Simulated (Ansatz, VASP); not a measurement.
One calculation of Na2Sr, two programs

```
Na Sr
1.0
    -2.17329    2.17329    6.79341
     2.17329   -2.17329    6.79341
     2.17329    2.17329   -6.79341
Na Sr
2 1
Direct
  0.68478 0.68478 0.00000
  0.31522 0.31522 0.00000
  0.00000 0.00000 0.00000
```

Alike in both runs: functional PBE; k mesh 6 × 6 × 6; occupations gaussian, width 0.1 eV; no spin polarisation.

Ansatz relaxed the structure, and its values are those at the end. VASP's run is a single point on that final structure, the one shown.

|  | VASP | Ansatz |
| --- | --- | --- |
| version | VASP 6.6.1 | Ansatz 0.2.0 |
| potentials or method | VASP PAW PBE potentials, release 64 (Na_pv, Sr_sv), cutoff 520 eV | scalar-relativistic, plane waves, PAW |
| valence electrons in the cell | 24 | 28 |

```tsv
	VASP	Ansatz	Ansatz less VASP
gap on the k mesh at the Fermi level (eV)	none	none	-
pressure (GPa)	0.0	0.0	0.00
rms of the force components (eV/Å)	0.006	0.005	-0.0001
```

A gap of «none» marks a metal or a gap that the smearing closes. VASP's potentials hold 24 valence electrons a cell and Ansatz's 28, so a difference there can come from the potentials and not from the codes.
